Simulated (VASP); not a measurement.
Here is a VASP 6.6.1 calculation.

Contents of POSCAR:

```
BaTiO3
1.0
    2.8400536680     -1.6397057497     -2.3314328258
    0.0000000000      3.2794114995     -2.3314328258
    9.4667508916      5.4656311756      5.4401653558
Ba Ti O
3 3 9
Direct
    0.7467304929      0.7467304929      0.7515283674
    0.9689304929      0.9689304929      0.0848617007
    0.8578304929      0.8578304929      0.4181950341
    0.1762220345      0.1762220345      0.9226826165
    0.3984220345      0.3984220345      0.2560159498
    0.2873220345      0.2873220345      0.5893492831
    0.2056597364     -0.2847463535      0.9138512176
    0.4278597364     -0.0625463535      0.2471845509
    0.3167597364     -0.1736463535      0.5805178843
   -0.2847463535      0.2056597364      0.9138512176
   -0.0625463535      0.4278597364      0.2471845509
   -0.1736463535      0.3167597364      0.5805178843
    0.4844756198      0.4844756198      0.0773199142
    0.3733756198      0.3733756198      0.4106532476
    0.2622756198      0.2622756198      0.7439865809
```

The input INCAR.step1:

```
SYSTEM = BaTiO3
PREC     = Accurate       ! precision mode
ENCUT    = 520            ! plane-wave cutoff, eV
ISMEAR   = 0              ! smearing method
SIGMA    = 0.05           ! smearing width, eV
LREAL    = Auto         
LASPH    = .TRUE.         ! aspherical terms in the spheres
NELM     = 60             ! most SCF steps
NBANDS   = 73             ! bands
GGA      = PE             ! functional
ALGO     = Normal         ! electronic algorithm
EDIFF    = 1E-4           ! SCF threshold, eV
LWAVE    = .TRUE.         ! write WAVECAR
LCHARG   = .FALSE.        ! write CHGCAR
```

The input INCAR.step2:

```
SYSTEM = BaTiO3
PREC     = Accurate       ! precision mode
ENCUT    = 520            ! plane-wave cutoff, eV
EDIFF    = 1E-6           ! SCF threshold, eV
ISMEAR   = 0              ! smearing method
SIGMA    = 0.05           ! smearing width, eV
LREAL    = Auto         
LASPH    = .TRUE.         ! aspherical terms in the spheres
NELM     = 60             ! most SCF steps
ALGO     = Normal         ! electronic algorithm
ISIF     = 2              ! what is computed and relaxed
LWAVE    = .FALSE.        ! write WAVECAR
LCHARG   = .TRUE.         ! write CHGCAR
METAGGA  = R2SCAN         ! meta-GGA
LMIXTAU  = .TRUE.       
LELF     = .TRUE.         ! ELF
LVHAR    = .TRUE.       
NBANDS   = 73             ! bands
ISTART   = 1
```

The input KPOINTS:

```
regular mesh
0
G
  6 6 2
  0 0 0
```

Potentials or basis: VASP PAW PBE potentials, release 64 (Ba_sv, Ti_sv, O).

The run is started by

```console
$ cat potpaw_PBE.64/Ba_sv/POTCAR potpaw_PBE.64/Ti_sv/POTCAR potpaw_PBE.64/O/POTCAR > POTCAR
$ cp INCAR.step1 INCAR
$ mpirun -np 1 vasp_std > vasp.out
$ cp INCAR.step2 INCAR
$ mpirun -np 1 vasp_std > vasp.out
```

(1) Estimate the pressure.

(2) What does it give for the largest force?

Results:

(1) 7.2 GPa.

(2) 15.128 eV/Å.

Caveat: the cell differs from its parent crystal (the part above a cut slid along it); the stress differs along the axes, from 1 to 16 GPa; the PAW data sets were made with another functional, which shifts forces and pressure a little.
